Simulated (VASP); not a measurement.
Sn: relaxation of cell and atoms with PBEsol

Sn:

```
CELL_PARAMETERS angstrom
0.00000 3.32772 3.32772
3.32772 0.00000 3.32772
3.32772 3.32772 0.00000
ATOMIC_POSITIONS crystal
Sn 0.00000 0.00000 0.00000
Sn 0.25000 0.25000 0.25000
```

* Program: VASP 6.6.1
* Task: relaxation of cell and atoms
* Functional: PBEsol
* Potentials or basis: VASP PAW PBE potentials, release 64 (Sn_d)
* Cutoff: 600 eV
* k mesh: 6 × 6 × 6
* Occupations: fermi-dirac, width 0.02 eV
* Spin: no spin polarisation
* Dipole correction: no
* Further INCAR settings: ALGO = Normal; EDIFF = 1e-06; IBRION = 2; EDIFFG = -0.005; NSW = 80; ISIF = 3

- Relaxed volume: 34.99 Å³/atom
- Relaxed cell: a = 4.625 Å, b = 4.625 Å, c = 4.625 Å, α = 60.00°, β = 60.00°, γ = 60.00°
- Space group after relaxing (to 0.05 Å): Fd-3m (No. 227)
- Energy gained by relaxing: 11.7 meV/atom
- Ionic steps: 3
- Pressure after relaxing: 0.0 GPa
- Band gap on the k mesh: zero (band 14 reaches 5.33 eV, above the bottom of band 15 at 5.14 eV)

Step by step:
```tsv
step	energy change (eV)	largest force (eV/Å)	pressure (GPa)	volume (Å³)
1	0.0000	0.0000	-1.92	73.70
2	-0.0219	0.0000	0.55	69.09
3	-0.0235	0.0000	0.02	69.98
```

Final structure:
```cif
data_structure
_symmetry_space_group_name_H-M 'P 1'
_symmetry_Int_Tables_number 1
_cell_length_a 4.6255
_cell_length_b 4.6255
_cell_length_c 4.6255
_cell_angle_alpha 60.000
_cell_angle_beta 60.000
_cell_angle_gamma 60.000
_cell_volume 69.98
loop_
_atom_site_label
_atom_site_type_symbol
_atom_site_fract_x
_atom_site_fract_y
_atom_site_fract_z
_atom_site_occupancy
Sn1 Sn 0.00000 0.00000 0.00000 1
Sn2 Sn 0.25000 0.25000 0.25000 1
```

Levels at points of the mesh, in eV from the Fermi level:
| k point | band 11 | band 12 | band 13 | band 14 | band 15 | band 16 | band 17 | band 18 |
| --- | --- | --- | --- | --- | --- | --- | --- | --- |
| (0.00, 0.00, 0.00) | -10.36 | -0.75 | 0.20 | 0.20 | 0.20 | 2.25 | 2.25 | 2.25 |
| (0.50, 0.00, 0.00) | -8.78 | -6.13 | -0.98 | -0.98 | 0.00 | 3.31 | 3.31 | 5.65 |
| (0.50, 0.50, 0.00) | -7.34 | -7.34 | -2.28 | -2.28 | 0.89 | 0.89 | 7.66 | 7.66 |

It took 37 s on 1 thread of AMD EPYC 9R45 96-Core Processor (Zen 5), with other jobs on the host, peak memory 0.22 GiB.

Caveat: the PAW data sets were made with another functional, which shifts forces and pressure a little; spin-orbit coupling is left out, which moves the levels of the heavy elements.
